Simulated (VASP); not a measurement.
# Ir (I4/mmm) in VASP: a series of runs

The runs below take Ir through single point, with PBE.

Program: VASP 6.6.1. These are calculated values, not measurements. Logs are shortened: lines on timing, memory, paths and dates and some standing lists are left out, and cuts for length are marked.

### Step 1. The cell of the first run

The structure is tetragonal, space group I4/mmm (No. 139). Conventional cell: a = 2.760 Å, b = 2.760 Å, c = 4.110 Å, α = 90.00°, β = 90.00°, γ = 90.00°. Ir (site symmetry 4/mmm) has 12 Ir at 2.76 to 2.83 Å within 3.6 Å.

### Step 2. Single point, PBE (15.65 Å³/atom)

INCAR

```
SYSTEM = Ir
PREC     = Accurate       ! precision mode
ENCUT    = 520            ! plane-wave cutoff, eV
EDIFF    = 1E-6           ! SCF threshold, eV
ISMEAR   = 0              ! smearing method
SIGMA    = 0.15           ! smearing width, eV
LREAL    = .FALSE.        ! projectors in reciprocal space
LASPH    = .TRUE.         ! aspherical terms in the spheres
NELM     = 100            ! most SCF steps
ALGO     = Normal         ! electronic algorithm
ISIF     = 2              ! what is computed and relaxed
LWAVE    = .FALSE.        ! write WAVECAR
LCHARG   = .FALSE.        ! write CHGCAR
GGA      = PE             ! functional
NBANDS   = 10             ! bands
```

KPOINTS

```
Automatic mesh
0
G
  22 22 22
  0 0 0
```

POSCAR

```
Ir
1.0
    0.0000000000      1.9517153861      2.0547659585
    1.9517153861      0.0000000000      2.0547659585
    1.9517153861      1.9517153861      0.0000000000
Ir
1
Direct
    0.0000000000      0.0000000000      0.0000000000
```

Potentials or basis: VASP PAW PBE potentials, release 64 (Ir).

The run is started by

```
cat potpaw_PBE.64/Ir/POTCAR > POTCAR
mpirun -np 1 vasp_std > vasp.out
```

OUTCAR:

```text
SYSTEM = Ir
   PREC = Accurate
   ENCUT = 520
   EDIFF = 1E-6
   ISMEAR = 0
   LREAL = .FALSE.
   LASPH = .TRUE.
   NELM = 100
   ISIF = 2
   GGA = PE

 ion  position               nearest neighbor table
   1  0.000  0.000  0.000-

  LATTYP: Found a body centered tetragonal cell.
 ALAT       =     2.7601423689
 C/A-ratio  =     1.4888840385

  Lattice vectors:

 A1 = (  -1.9517153861,   0.0000000000,   2.0547659585)
 A2 = (   1.9517153861,   0.0000000000,   2.0547659585)
 A3 = (   0.0000000000,   1.9517153861,  -2.0547659585)

Analysis of symmetry for initial positions (statically):
=====================================================================
 Subroutine PRICEL returns:
 Original cell was already a primitive cell.

 Routine SETGRP: Setting up the symmetry group for a
 body centered tetragonal supercell.

 Subroutine GETGRP returns: Found 16 space group operations
 (whereof 16 operations were pure point group operations)
 out of a pool of 16 trial point group operations.

The static configuration has the point symmetry D_4h.

Analysis of symmetry for dynamics (positions and initial velocities):
=====================================================================
 Subroutine PRICEL returns:
 Original cell was already a primitive cell.

 Routine SETGRP: Setting up the symmetry group for a
 body centered tetragonal supercell.

 Subroutine GETGRP returns: Found 16 space group operations
 (whereof 16 operations were pure point group operations)
 out of a pool of 16 trial point group operations.

The dynamic configuration has the point symmetry D_4h.

 Subroutine INISYM returns: Found 16 space group operations
 (whereof 16 operations are pure point group operations),
 and found     1 'primitive' translations

----------------------------------------------------------------------------------------

                                     Primitive cell

  volume of cell :      15.6540

  direct lattice vectors                    reciprocal lattice vectors
     0.000000000  1.951715386  2.054765958    -0.256184894  0.256184894  0.243336716
     1.951715386  0.000000000  2.054765958     0.256184894 -0.256184894  0.243336716
     1.951715386  1.951715386  0.000000000     0.256184894  0.256184894 -0.243336716

  length of vectors
     2.833947087  2.833947087  2.760142369     0.436433451  0.436433451  0.436433451

  position of ions in fractional coordinates (direct lattice)
     0.000000000  0.000000000  0.000000000

  ion indices of the primitive-cell ions
   primitive index   ion index
                 1           1

----------------------------------------------------------------------------------------

 KPOINTS: Automatic mesh

Automatic generation of k-mesh.
 Grid dimensions read from file:
 generate k-points for:   22   22   22

 Generating k-lattice:

  Cartesian coordinates                     Fractional coordinates (reciprocal lattice)
    -0.011644768  0.011644768  0.011060760     0.045454545 -0.000000000  0.000000000
     0.011644768 -0.011644768  0.011060760    -0.000000000  0.045454545  0.000000000
     0.011644768  0.011644768 -0.011060760     0.000000000  0.000000000  0.045454545

  Length of vectors
     0.019837884  0.019837884  0.019837884

  Shift w.r.t. Gamma in fractional coordinates (k-lattice)
     0.000000000  0.000000000  0.000000000

 Subroutine IBZKPT returns following result:
 ===========================================

 Found    834 irreducible k-points:

 Following reciprocal coordinates:
            Coordinates               Weight
  0.000000  0.000000  0.000000      1.000000
  0.045455  0.000000  0.000000      8.000000
  0.090909  0.000000  0.000000      8.000000
  0.136364  0.000000  0.000000      8.000000
  0.181818  0.000000  0.000000      8.000000
  0.227273  0.000000  0.000000      8.000000
[... 16 lines left out ...]
  0.500000  0.045455  0.000000      8.000000
 -0.454545  0.045455  0.000000      8.000000
 [... further k-points ...]
   k-points           NKPTS =    834   k-points in BZ     NKDIM =    834   number of bands    NBANDS=     10
   number of dos      NEDOS =    301   number of ions     NIONS =      1
   total plane-waves  NPLWV =  13824
   dimension x,y,z NGX =    24 NGY =   24 NGZ =   24
   dimension x,y,z NGXF=    48 NGYF=   48 NGZF=   48
   ions per type =               1
   NGX,Y,Z   is equivalent  to a cutoff of  14.08, 14.08, 14.46 a.u.
   NGXF,Y,Z  is equivalent  to a cutoff of  28.16, 28.16, 28.91 a.u.
 SYSTEM =  Ir
   PREC   = accura    normal or accurate (medium, high low for compatibility)
   ISTART =      0    job   : 0-new  1-cont  2-samecut
   ICHARG =      2    charge: 1-file 2-atom 10-const
   ISPIN  =      1    spin polarized calculation?
   LNONCOLLINEAR =      F non collinear calculations
   LSORBIT =      F    spin-orbit coupling
   LASPH  =      T    aspherical Exc in radial PAW
   ENCUT  =  520.0 eV  38.22 Ry    6.18 a.u.   5.27  5.27  5.13*2*pi/ulx,y,z
   NELM   =    100;   NELMIN=  2; NELMDL= -5     # of ELM steps
   EDIFF  = 0.1E-05   stopping-criterion for ELM
   LREAL  =      F    real-space projection
   EDIFFG = 0.1E-04   stopping-criterion for IOM
   NSW    =      0    number of steps for IOM
   IBRION =     -1    ionic relax: 0-MD 1-quasi-New 2-CG
   NFREE  =      0    steps in history (QN), initial steepest desc. (CG)
   ISIF   =      2    stress and relaxation
   ISYM   =      2    0-nonsym 1-usesym 2-fastsym
   POTIM  = 0.5000    time-step for ionic-motion
   TEBEG  =    0.0;   TEEND  =   0.0 temperature during run
   PSTRESS=    0.0 pullay stress
   NELECT =       9.0000    total number of electrons
   NUPDOWN=      -1.0000    fix difference up-down
   EMIN   =  10.00;   EMAX   =-10.00  energy-range for DOS
   EFERMI =   0.00;   METHOD = LEGACY
   ISMEAR =     0;   SIGMA  =   0.15  broadening in eV -4-tet -1-fermi 0-gaus
   EFERMI_NEDOS =   21; number of points for ismear=-14 and -15
   IALGO  =     38    algorithm
   IMIX   =      4    mixing-type and parameters
     AMIX     =   0.40;   BMIX     =  1.00
     AMIX_MAG =   1.60;   BMIX_MAG =  1.00
  volume/ion in A,a.u.               =      15.65       105.64
  Fermi-wavevector in a.u.,A,eV,Ry     =   1.361279  2.572445 25.212700  1.853081
  Thomas-Fermi vector in A             =   2.487869
   LORBIT       =      0    0 simple, 1 ext, 2 COOP (PROOUT), +10 PAW based schemes
   GGA     = PE    functional components
   LHFCALC =     F    Hartree Fock is set to
   AEXX    =    0.0000 exact exchange contribution
   IVDW    =     0    specifies the selected vdW correction
   LEPSILON=     F    determine dielectric tensor
   LRPA    =     F    only Hartree local field effects (RPA)
 non-spin polarized calculation
 Gauss-broadening in eV      SIGMA  =   0.15
  energy-cutoff  :      520.00
  volume of cell :       15.65
 maximum number of plane-waves:       436
 NGX is ok and might be reduce to    24
   NGX = 11   NGY = 11   NGZ = 11

 number of electron       9.0000000 magnetization

 Free energy of the ion-electron system (eV)
  ---------------------------------------------------
  ext. energy  EPLUGINS =         0.00000000
  ---------------------------------------------------
  free energy    TOTEN  =        -8.74691743 eV

  energy without entropy =       -8.73296842  energy(sigma->0) =       -8.73994292

 E-fermi :   8.6995     XC(G=0): -13.3903

 val. band max:        8.6990483774   @ k =   0.4091   0.1818   0.0455
 cond. band min:       8.7025835542   @ k =  -0.3636   0.3636   0.2727
 fundamental gap:      0.0035351768
 Fermi energy:         8.6994570402

 k-point     1 :       0.0000    0.0000    0.0000
  band No.  band energies     occupation
      1      -1.3267      2.00000
      2       5.0172      2.00000
      3       5.6269      2.00000
      4       5.6269      2.00000
      5       7.2840      2.00000
      6       8.0708      2.00000
      7      23.2579      0.00000
      8      27.3302      0.00000
      9      28.6695      0.00000
     10      28.6695      0.00000

 k-point     2 :       0.0455    0.0000    0.0000
  band No.  band energies     occupation
      1      -1.2435      2.00000
      2       5.0320      2.00000
      3       5.6046      2.00000
      4       5.6618      2.00000
      5       7.2703      2.00000
      6       8.0425      2.00000
      7      23.3935      0.00000
      8      27.2507      0.00000
      9      28.3578      0.00000
     10      28.8007      0.00000

 k-point     3 :       0.0909    0.0000    0.0000
  band No.  band energies     occupation
      1      -0.9989      2.00000
      2       5.0501      2.00000
      3       5.5644      2.00000
      4       5.7595      2.00000
      5       7.2430      2.00000
      6       7.9683      2.00000
      7      23.7758      0.00000
      8      26.5455      0.00000
      9      28.3254      0.00000
     10      29.1840      0.00000

 k-point     4 :       0.1364    0.0000    0.0000
  band No.  band energies     occupation
      1      -0.6090      2.00000
      2       5.0136      2.00000
      3       5.5616      2.00000
      4       5.8966      2.00000
      5       7.2448      2.00000
      6       7.8804      2.00000
      7      24.3228      0.00000
      8      25.3645      0.00000
      9      28.8289      0.00000
     10      29.7878      0.00000

 k-point     5 :       0.1818    0.0000    0.0000
  band No.  band energies     occupation
      1      -0.1064      2.00000
      2       4.9350      2.00000
      3       5.5802      2.00000
      4       6.0279      2.00000
      5       7.3400      2.00000
      6       7.8345      2.00000
      7      24.0737      0.00000
      8      24.8615      0.00000
      9      29.5765      0.00000
     10      30.5484      0.00000

 k-point     6 :       0.2273    0.0000    0.0000
  band No.  band energies     occupation
      1       0.4507      2.00000
      2       4.9129      2.00000
      3       5.5518      2.00000
      4       6.0931      2.00000
      5       7.5769      2.00000
      6       7.8978      2.00000
      7      22.7207      0.00000
      8      25.0923      0.00000
      9      30.4160      0.00000
     10      31.3088      0.00000
[... 183 lines left out ...]
 k-point    21 :       0.4091    0.0455    0.0000
  band No.  band energies     occupation
      1       1.6777      2.00000
      2       5.0784      2.00000
      3       5.8450      2.00000
      4       6.6077      2.00000
      5       9.0972      0.00018
      6       9.1331      0.00004
      7      17.1892      0.00000
      8      23.2840      0.00000
      9      28.5344      0.00000
     10      28.5618      0.00000

 k-point    22 :       0.4545    0.0455    0.0000
  band No.  band energies     occupation
      1       1.7133      2.00000
      2       5.0056      2.00000
      3       5.7534      2.00000
      4       7.3931      2.00000
      5       9.2749      0.00000
      6       9.6134      0.00000
      7      15.8629      0.00000
      8      22.9267      0.00000
      9      27.6787      0.00000
     10      28.1410      0.00000

 k-point    23 :       0.5000    0.0455    0.0000
  band No.  band energies     occupation
      1       1.7200      2.00000
      2       4.9803      2.00000
      3       5.7017      2.00000
      4       7.8482      2.00000
      5       9.3216      0.00000
      6       9.9767      0.00000
      7      15.0837      0.00000
      8      22.7603      0.00000
      9      27.1488      0.00000
     10      28.0427      0.00000

 k-point    24 :      -0.4545    0.0455    0.0000
  band No.  band energies     occupation
      1       1.7215      2.00000
      2       5.0025      2.00000
      3       5.6976      2.00000
      4       7.7456      2.00000
      5       9.2217      0.00000
      6      10.0448      0.00000
      7      15.2073      0.00000
      8      22.7882      0.00000
      9      27.0083      0.00000
     10      28.3039      0.00000

 [... further k-points ...]
[... 5 lines left out ...]
  --------------------------------------------------------------------------------------
  -------------------------------------------------------------------------------------
  Total       -1.5791041     -1.5791041     -2.9958666      0.0000000      0.0000000      0.0000000
  in kB     -161.6203377   -161.6203377   -306.6251171      0.0000000      0.0000000      0.0000000
  external PRESSURE =    -209.9552642 kB  Pullay stress =       0.0000000 kB

 VOLUME and BASIS-vectors are now :
 -----------------------------------------------------------------------------
  energy-cutoff  :      520.00
  volume of cell :       15.65
      direct lattice vectors                 reciprocal lattice vectors
     0.000000000  1.951715386  2.054765958    -0.256184894  0.256184894  0.243336716
     1.951715386  0.000000000  2.054765958     0.256184894 -0.256184894  0.243336716
     1.951715386  1.951715386  0.000000000     0.256184894  0.256184894 -0.243336716

 POSITION                                       TOTAL-FORCE (eV/Angst)
 -----------------------------------------------------------------------------------
      0.00000      0.00000      0.00000         0.000000      0.000000      0.000000
 -----------------------------------------------------------------------------------
    total drift:                               -0.000000      0.000000      0.000000

  FREE ENERGIE OF THE ION-ELECTRON SYSTEM (eV)
  ---------------------------------------------------
  free  energy   TOTEN  =        -8.7469174335 eV

  energy  without entropy=       -8.7329684162  energy(sigma->0) =       -8.73994292
```

Wall time 32 s (1 thread of Intel Xeon 6975P-C (Granite Rapids), shared host); peak memory 0.26 GiB.

Results:

```
Free energy            : -8.7469 eV
Pressure               : -21.0 GPa
Band gap on the k mesh : zero (an odd number of electrons rules out a gap without spin polarisation)
```

Stress tensor (GPa, compression positive):
```
-16.16   0.00   0.00
  0.00 -16.16   0.00
  0.00   0.00 -30.66
```

Caveat: the cell stands under tension; spin-orbit coupling is left out, which moves the levels of the heavy elements.

### Step 3. Single point, PBE (14.49 Å³/atom)

This run uses another cell than the first one, of 14.49 Å³/atom.

INCAR

```
SYSTEM = Ir
PREC     = Accurate       ! precision mode
ENCUT    = 520            ! plane-wave cutoff, eV
EDIFF    = 1E-6           ! SCF threshold, eV
ISMEAR   = 0              ! smearing method
SIGMA    = 0.15           ! smearing width, eV
LREAL    = .False.        ! projectors in reciprocal space
LASPH    = .True.         ! aspherical terms in the spheres
NELM     = 100            ! most SCF steps
ALGO     = Normal         ! electronic algorithm
ISIF     = 2              ! what is computed and relaxed
LWAVE    = .False.        ! write WAVECAR
LCHARG   = .False.        ! write CHGCAR
GGA      = PE             ! functional
NBANDS   = 10             ! bands
```

KPOINTS

```
Automatic mesh
0
Gamma
  22 22 22
  0 0 0
```

POSCAR

```
Ir
1.0
    0.0000000000      1.9022741277      2.0027142016
    1.9022741277      0.0000000000      2.0027142016
    1.9022741277      1.9022741277      0.0000000000
Ir
1
Direct
    0.0000000000      0.0000000000      0.0000000000
```

Potentials or basis: VASP PAW PBE potentials, release 64 (Ir).

The run is started by

```
cat potpaw_PBE.64/Ir/POTCAR > POTCAR
mpirun -np 1 vasp_std > vasp.out
```

Wall time 39 s (1 thread of Intel Xeon Platinum 8559C (Emerald Rapids), shared host); peak memory 0.25 GiB.

The run converged. Its results:

- Free energy: -8.8242 eV
- Pressure: 1.3 GPa
- Band gap on the k mesh: zero (an odd number of electrons rules out a gap without spin polarisation)

Stress tensor (GPa, compression positive):
```
  7.45   0.00   0.00
  0.00   7.45   0.00
  0.00   0.00 -10.92
```

Levels at points of the mesh, in eV from the Fermi level:
| k point | band 2 | band 3 | band 4 | band 5 | band 6 | band 7 |
| --- | --- | --- | --- | --- | --- | --- |
| (0.00, 0.00, 0.00) | -4.14 | -3.47 | -3.47 | -1.59 | -0.70 | 14.45 |
| (0.50, 0.00, 0.00) | -4.14 | -3.46 | -0.66 | 0.72 | 1.05 | 7.08 |
| (0.50, 0.50, 0.00) | -7.02 | 0.92 | 1.05 | 1.40 | 1.40 | 9.31 |
| (0.50, 0.00, 0.50) | -7.04 | 0.79 | 1.11 | 1.80 | 2.10 | 10.70 |

Caveat: spin-orbit coupling is left out, which moves the levels of the heavy elements.
